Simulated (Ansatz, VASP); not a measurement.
Al2O3 in VASP and in Ansatz

```
Al O
1.0
     2.42693    1.40119    4.41683
    -2.42693    1.40119    4.41683
     0.00000   -2.80238    4.41683
Al O
4 6
Direct
  0.35223 0.35223 0.35223
  0.14777 0.14777 0.14777
  0.64777 0.64777 0.64777
  0.85223 0.85223 0.85223
  0.55596 0.94404 0.25000
  0.25000 0.55596 0.94404
  0.94404 0.25000 0.55596
  0.44404 0.05596 0.75000
  0.75000 0.44404 0.05596
  0.05596 0.75000 0.44404
```

Change from the starting cell: volume scaled by 1.06, ions relaxed.

Alike in both runs: functional PBE; k mesh 8 × 8 × 8; occupations fermi-dirac, width 0.02 eV; no spin polarisation.

Ansatz relaxed the structure, and its values are those at the end. VASP's run is a single point on that final structure, the one shown.

|  | VASP | Ansatz |
| --- | --- | --- |
| version | VASP 6.6.1 | Ansatz 0.2.0 |
| potentials or method | VASP PAW PBE potentials, release 64 (Al, O) | plane-wave PAW, scalar-relativistic |
| plane-wave cutoff (eV) | 600 | 420 |
| valence electrons in the cell | 48 | 48 |

```tsv
	VASP	Ansatz	Ansatz less VASP
gap on the k mesh at the Fermi level (eV)	5.51	5.51	+0.004
pressure (GPa)	-6.6	-6.1	+0.48
rms of the force components (eV/Å)	0.004	0.004	-0.0005
```

Ansatz's warnings: stress scf threshold loose.
